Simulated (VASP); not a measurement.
# BaTiO3 (P1) in VASP: a series of runs

Runs on BaTiO3. Level: LDA+U. Tasks: relaxation of cell and atoms, single point.

Everything below comes from runs of VASP 6.6.1. Logs are shortened: lines on timing, memory, paths and dates and some standing lists are left out, and cuts for length are marked.

## Step 1: The cell of the first run

The typed cell holds 5 atoms: a = 4.000 Å, b = 4.000 Å, c = 4.018 Å, α = 90.00°, β = 90.00°, γ = 90.00°.

## Step 2: Relaxation of cell and atoms, LDA+U

File INCAR:

```
SYSTEM = BaTiO3
  PREC = Accurate
  ENCUT = 600
  EDIFF = 1E-7
  ISMEAR = -1
  SIGMA = 0.05
  LREAL = .FALSE.
  LASPH = .TRUE.
  NELM = 200
  ALGO = Normal
  ISIF = 3
  LWAVE = .FALSE.
  LCHARG = .FALSE.
  LMAXMIX = 4
  LDAU = .TRUE.
  LDAUTYPE = 2
  LDAUL = -1 2 -1
  LDAUU = 0 1 0
  LDAUJ = 0 0 0
  LDAUPRINT = 1
  IBRION = 2
  NSW = 60
  EDIFFG = -0.01
  GGA_COMPAT = .FALSE.
  NELMIN = 4
  KPAR = 4
```

File KPOINTS:

```
regular mesh
0
G
  7 7 7
  0 0 0
```

File POSCAR:

```
BaTiO3
1.0
    3.9998000000      0.0000000000      0.0000000000
    0.0000000000      3.9998000000      0.0000000000
    0.0000000000      0.0000000000      4.0180000000
Ba Ti O
1 1 3
Direct
    0.9955672000      0.9906407400      0.0035034300
    0.5025366900      0.4919233700      0.4687657700
    0.4792189400      0.5143238900      0.0064065200
    0.5027309200      0.0032990000      0.5093824900
    0.0199462600      0.4998130000      0.5399418000
```

Potentials or basis: VASP PAW LDA potentials, release 64 (Ba_sv, Ti_sv, O).

Started as:

```sh
> cat potpaw_LDA.64/Ba_sv/POTCAR potpaw_LDA.64/Ti_sv/POTCAR potpaw_LDA.64/O/POTCAR > POTCAR
> mpirun -np 4 vasp_std > vasp.out
```

OUTCAR:

```text
SYSTEM = BaTiO3
   PREC = Accurate
   ENCUT = 600
   EDIFF = 1E-7
   ISMEAR = -1
   LREAL = .FALSE.
   LASPH = .TRUE.
   NELM = 200
   ISIF = 3
   IBRION = 2
   NSW = 60
   EDIFFG = -0.01
   NELMIN = 4

 ion  position               nearest neighbor table
   1  0.996  0.991  0.004-   5 2.71   3 2.72   5 2.76   4 2.80   3 2.81   4 2.83   4 2.84   3 2.85
                             4 2.87   5 2.92   3 2.94   5 2.97   2 3.37   2 3.38   2 3.40   2 3.41
   2  0.503  0.492  0.469-   3 1.86   5 1.95   4 1.96   4 2.05   5 2.09   3 2.16   1 3.37   1 3.38
                             1 3.40   1 3.41   1 3.53   1 3.54   1 3.56   1 3.57
   3  0.479  0.514  0.006-   2 1.86   2 2.16   1 2.72   1 2.81   1 2.85   1 2.94
   4  0.503  0.003  0.509-   2 1.96   2 2.05   1 2.80   1 2.83   1 2.84   1 2.87
   5  0.020  0.500  0.540-   2 1.95   2 2.09   1 2.71   1 2.76   1 2.92   1 2.97

  LATTYP: Found a simple tetragonal cell.
 ALAT       =     3.9998000000
 C/A-ratio  =     1.0045502275

  Lattice vectors:

 A1 = (   3.9998000000,   0.0000000000,   0.0000000000)
 A2 = (   0.0000000000,   3.9998000000,   0.0000000000)
 A3 = (   0.0000000000,   0.0000000000,   4.0180000000)

Analysis of symmetry for initial positions (statically):
=====================================================================
 Subroutine PRICEL returns:
 Original cell was already a primitive cell.

 Routine SETGRP: Setting up the symmetry group for a
 simple tetragonal supercell.

 Subroutine GETGRP returns: Found  1 space group operations
 (whereof  1 operations were pure point group operations)
 out of a pool of 16 trial point group operations.

The static configuration has the point symmetry C_1 .

Analysis of symmetry for dynamics (positions and initial velocities):
=====================================================================
 Subroutine PRICEL returns:
 Original cell was already a primitive cell.

 Routine SETGRP: Setting up the symmetry group for a
 simple tetragonal supercell.

 Subroutine GETGRP returns: Found  1 space group operations
 (whereof  1 operations were pure point group operations)
 out of a pool of 16 trial point group operations.

The dynamic configuration has the point symmetry C_1 .

 Subroutine INISYM returns: Found  1 space group operations
 (whereof  1 operations are pure point group operations),
 and found     1 'primitive' translations

[... 270 lines left out ...]

 number of electron      39.9999997 magnetization

------------------------ aborting loop because EDIFF is reached ----------------------------------------
[... 67 lines left out ...]
  FREE ENERGIE OF THE ION-ELECTRON SYSTEM (eV)
  ---------------------------------------------------
  free  energy   TOTEN  =       -43.4590159491 eV

  energy  without entropy=      -43.4590159487  energy(sigma->0) =      -43.45901595

atom =   2  type =  2  l = 2

 onsite density matrix

spin component  1

  0.1242 -0.0000  0.0004 -0.0001 -0.0000
 -0.0000  0.1255 -0.0005 -0.0000  0.0009
  0.0004 -0.0005  0.2537 -0.0003  0.0002
 -0.0001 -0.0000 -0.0003  0.1251 -0.0005
 -0.0000  0.0009  0.0002 -0.0005  0.2526

spin component  2

  0.1242 -0.0000  0.0004 -0.0001 -0.0000
 -0.0000  0.1255 -0.0005 -0.0000  0.0009
  0.0004 -0.0005  0.2537 -0.0003  0.0002
 -0.0001 -0.0000 -0.0003  0.1251 -0.0005
 -0.0000  0.0009  0.0002 -0.0005  0.2526

 occupancies and eigenvectors

  o =  0.1242  v =  0.9982  0.0206 -0.0025  0.0560  0.0001  0.0000  0.0000  0.0000  0.0000  0.0000      0.0000  0.0000  0.0000  0.0000  0.0000  0.0000  0.0000  0.0000  0.0000  0.0000
  o =  0.1242  v =  0.0000  0.0000  0.0000  0.0000  0.0000  0.9982  0.0206 -0.0025  0.0560  0.0001      0.0000  0.0000  0.0000  0.0000  0.0000  0.0000  0.0000  0.0000  0.0000  0.0000
  o =  0.1251  v = -0.0569  0.0499  0.0026  0.9971  0.0038  0.0000  0.0000  0.0000  0.0000  0.0000      0.0000  0.0000  0.0000  0.0000  0.0000  0.0000  0.0000  0.0000  0.0000  0.0000
  o =  0.1251  v =  0.0000  0.0000  0.0000  0.0000  0.0000 -0.0569  0.0499  0.0026  0.9971  0.0038      0.0000  0.0000  0.0000  0.0000  0.0000  0.0000  0.0000  0.0000  0.0000  0.0000
  o =  0.1255  v =  0.0177 -0.9985 -0.0038  0.0510  0.0069  0.0000  0.0000  0.0000  0.0000  0.0000      0.0000  0.0000  0.0000  0.0000  0.0000  0.0000  0.0000  0.0000  0.0000  0.0000
  o =  0.1255  v =  0.0000  0.0000  0.0000  0.0000  0.0000  0.0177 -0.9985 -0.0038  0.0510  0.0069      0.0000  0.0000  0.0000  0.0000  0.0000  0.0000  0.0000  0.0000  0.0000  0.0000
  o =  0.2526  v =  0.0004 -0.0072  0.1521  0.0037 -0.9883  0.0000  0.0000  0.0000  0.0000  0.0000      0.0000  0.0000  0.0000  0.0000  0.0000  0.0000  0.0000  0.0000  0.0000  0.0000
  o =  0.2526  v =  0.0000  0.0000  0.0000  0.0000  0.0000  0.0004 -0.0072  0.1521  0.0037 -0.9883      0.0000  0.0000  0.0000  0.0000  0.0000  0.0000  0.0000  0.0000  0.0000  0.0000
  o =  0.2537  v =  0.0000  0.0000  0.0000  0.0000  0.0000 -0.0027  0.0028 -0.9884  0.0029 -0.1521      0.0000  0.0000  0.0000  0.0000  0.0000  0.0000  0.0000  0.0000  0.0000  0.0000
  o =  0.2537  v = -0.0027  0.0028 -0.9884  0.0029 -0.1521  0.0000  0.0000  0.0000  0.0000  0.0000      0.0000  0.0000  0.0000  0.0000  0.0000  0.0000  0.0000  0.0000  0.0000  0.0000

--------------------------------------- Ionic step       19  -------------------------------------------

 number of electron      39.9999997 magnetization

 Free energy of the ion-electron system (eV)
  ---------------------------------------------------
  ext. energy  EPLUGINS =         0.00000000
  ---------------------------------------------------
  free energy    TOTEN  =       -43.45906335 eV

  energy without entropy =      -43.45906335  energy(sigma->0) =      -43.45906335

 E-fermi :   4.7698     XC(G=0): -11.9090

 val. band max:        3.7510175802   @ k =   0.4286   0.4286   0.4286
 cond. band min:       5.7034944422   @ k =   0.0000   0.0000   0.0000
 fundamental gap:      1.9524768620
 Fermi energy:         4.7698074669

 k-point     1 :       0.0000    0.0000    0.0000
  band No.  band energies     occupation
      1     -52.1516      2.00000
      2     -28.7841      2.00000
      3     -28.7788      2.00000
      4     -28.7768      2.00000
      5     -20.7710      2.00000
      6     -12.8476      2.00000
[... 637 lines left out ...]
     23       7.9272      0.00000
     24       8.8837      0.00000

 [... further k-points ...]

------------------------ aborting loop because EDIFF is reached ----------------------------------------

  FORCE on cell =-STRESS in cart. coord.  units (eV):
  Direction    XX          YY          ZZ          XY          YZ          ZX
  --------------------------------------------------------------------------------------
  -------------------------------------------------------------------------------------
  Total       -0.0033588      0.0142563      0.0196610     -0.0057253      0.0132605      0.0004140
  in kB       -0.0867836      0.3683490      0.5079943     -0.1479284      0.3426199      0.0106968
  external PRESSURE =       0.2631866 kB  Pullay stress =       0.0000000 kB
[... 20 lines left out ...]
  FREE ENERGIE OF THE ION-ELECTRON SYSTEM (eV)
  ---------------------------------------------------
  free  energy   TOTEN  =       -43.4590633494 eV

  energy  without entropy=      -43.4590633490  energy(sigma->0) =      -43.45906335

 reached required accuracy - stopping structural energy minimisation
```

CONTCAR:

```text
BaTiO3
   1.00000000000000
     3.9550457092366744    0.0004196927550739    0.0003311443913479
     0.0004567762489111    3.9564688568638742    0.0001252700221419
     0.0003730147653689    0.0000738737749971    3.9627573888083165
  Ba              Ti              O
     1     1     3
Direct
     0.9989940229802955    0.9980876527900233    0.0026640257202385
     0.4965641488953761    0.4945567779364668    0.4964838111162432
     0.5010159972606142    0.5018904129844163    0.0115617479310538
     0.5011462654446033    0.0036070881513761    0.5086907930162045
     0.0022795754191043    0.5018580681377245    0.5085996322162595

  0.00000000E+00  0.00000000E+00  0.00000000E+00
  0.00000000E+00  0.00000000E+00  0.00000000E+00
  0.00000000E+00  0.00000000E+00  0.00000000E+00
  0.00000000E+00  0.00000000E+00  0.00000000E+00
  0.00000000E+00  0.00000000E+00  0.00000000E+00
```

Run time: 6.7 min. Hardware: 4 MPI ranks of AMD EPYC 9R45 (Zen 5), shared host; peak memory 0.41 GiB.

What came out:

```
Free energy                           : -43.4591 eV
Relaxed volume                        : 12.40 Å³/atom
Relaxed cell                          : a = 3.955 Å, b = 3.956 Å, c = 3.963 Å, α = 90.00°, β = 89.99°, γ = 89.99°
Space group after relaxing (to 0.1 Å) : Pm-3m (No. 221)
Energy gained by relaxing             : 45.5 meV/atom
Ionic steps                           : 19
Pressure after relaxing               : 0.0 GPa
Largest force after relaxing          : 0.007 eV/Å
Band gap on the k mesh                : 1.95 eV (least direct gap 2.04 eV)
```

Forces on the atoms (eV/Å):
```
Ba  -0.003  0.006  0.000
Ti  -0.001 -0.003  0.007
O    0.004 -0.003 -0.002
O    0.002  0.000 -0.003
O   -0.002  0.000 -0.001
```

The path:
```csv
step,energy change (eV),largest force (eV/Å),pressure (GPa),volume (Å³)
1,0.0000,1.2420,-5.12,64.28
2,-0.1380,0.7434,6.59,60.54
3,-0.1439,0.7722,4.41,61.14
4,-0.2117,0.2422,-0.39,62.44
5,-0.2122,0.2163,-0.04,62.33
6,-0.2186,0.1656,-0.24,62.36
7,-0.2224,0.1405,-0.50,62.41
8,-0.2259,0.0822,0.50,61.99
9,-0.2259,0.0821,0.58,61.96
10,-0.2261,0.0504,-0.65,62.30
11,-0.2267,0.0403,-0.10,62.15
12,-0.2269,0.0268,-0.03,62.11
13,-0.2270,0.0328,0.11,62.03
14,-0.2270,0.0278,0.09,62.05
15,-0.2272,0.0213,-0.10,62.09
16,-0.2272,0.0217,-0.17,62.10
17,-0.2273,0.0161,-0.01,62.03
18,-0.2273,0.0141,0.05,62.01
19,-0.2273,0.0075,0.03,62.01
```

Final structure:
```
CELL_PARAMETERS angstrom
3.95505 0.00042 0.00033
0.00046 3.95647 0.00013
0.00037 0.00007 3.96276
ATOMIC_POSITIONS crystal
Ba 0.99899 0.99809 0.00266
Ti 0.49656 0.49456 0.49648
O 0.50102 0.50189 0.01156
O 0.50115 0.00361 0.50869
O 0.00228 0.50186 0.50860
```

Eigenvalues of the final occupation matrices:
| site | spin | trace | eigenvalues |
| --- | --- | --- | --- |
| site 2 d | 1 | 0.88 | 0.12 0.13 0.13 0.25 0.25 |
| site 2 d | 2 | 0.88 | 0.12 0.13 0.13 0.25 0.25 |

Caveat: spin-orbit coupling is left out, which moves the levels of the heavy elements.

## Step 3: Single point, LDA+U

File INCAR:

```
PREC     = Accurate       # precision mode
ENCUT    = 600            # plane-wave cutoff, eV
EDIFF    = 1E-6           # SCF threshold, eV
ISMEAR   = -1             # smearing method
SIGMA    = 0.05           # smearing width, eV
LREAL    = F              # projectors in reciprocal space
LASPH    = T              # aspherical terms in the spheres
NELM     = 200            # most SCF steps
ALGO     = Normal         # electronic algorithm
ISIF     = 2              # what is computed and relaxed
LWAVE    = F              # write WAVECAR
LCHARG   = T              # write CHGCAR
LMAXMIX  = 4              # l up to which the mixer works
LDAU     = T              # DFT+U
LDAUTYPE = 2            
LDAUL    = -1 2 -1        # shell
LDAUU    = 0 8 0          # U, eV
LDAUJ    = 0 0 0        
LDAUPRINT= 1            
GGA      = CA             # functional
LELF     = T              # ELF
LVHAR    = T            
NBANDS   = 28             # bands
GGA_COMPAT= F
```

File KPOINTS:

```
regular mesh
0
Gamma
  7 7 7
```

POSCAR is that of step 2.

Potentials or basis: VASP PAW LDA potentials, release 64 (Ba_sv, Ti_sv, O).

Started as:

```sh
> cat potpaw_LDA.64/Ba_sv/POTCAR potpaw_LDA.64/Ti_sv/POTCAR potpaw_LDA.64/O/POTCAR > POTCAR
> mpirun -np 1 vasp_std > vasp.out
```

Wall time 3.6 min (1 thread of Intel Xeon Platinum 8488C (Sapphire Rapids), shared host); peak memory 0.45 GiB.

Results (log left out):

```yaml
Free_energy: -38.6067 eV
Pressure: 1.1 GPa
Largest_force: 2.078 eV/Å
Band_gap_on_the_k_mesh: 2.87 eV (least direct gap 3.16 eV)
```

Forces on the atoms (eV/Å):
```
Ba   0.185  0.200 -0.414
Ti   0.050  0.321  2.053
O    0.728 -0.307 -0.337
O    0.301 -0.168 -0.358
O   -1.264 -0.046 -0.945
```

Stress tensor (GPa, compression positive):
```
-0.10 -0.13  0.09
-0.13  0.62  0.21
 0.09  0.21  2.66
```

Levels at points of the mesh, in eV from the valence-band top:
```tsv
k point	band 16	band 17	band 18	band 19	band 20	band 21	band 22	band 23	band 24	band 25
(0.00, 0.00, 0.00)	-1.27	-1.17	-0.45	-0.34	-0.29	2.87	3.10	3.32	4.35	4.41
```

Eigenvalues of the final occupation matrices:
```csv
site,spin,trace,eigenvalues
site 2 d,1,0.75,0.09 0.10 0.10 0.22 0.24
site 2 d,2,0.75,0.09 0.10 0.10 0.22 0.24
```

Caveat: spin-orbit coupling is left out, which moves the levels of the heavy elements; forces of over 1 eV/Å act on the atoms, so gaps and moduli don't describe the material at rest.

[end of part 1 of 2]
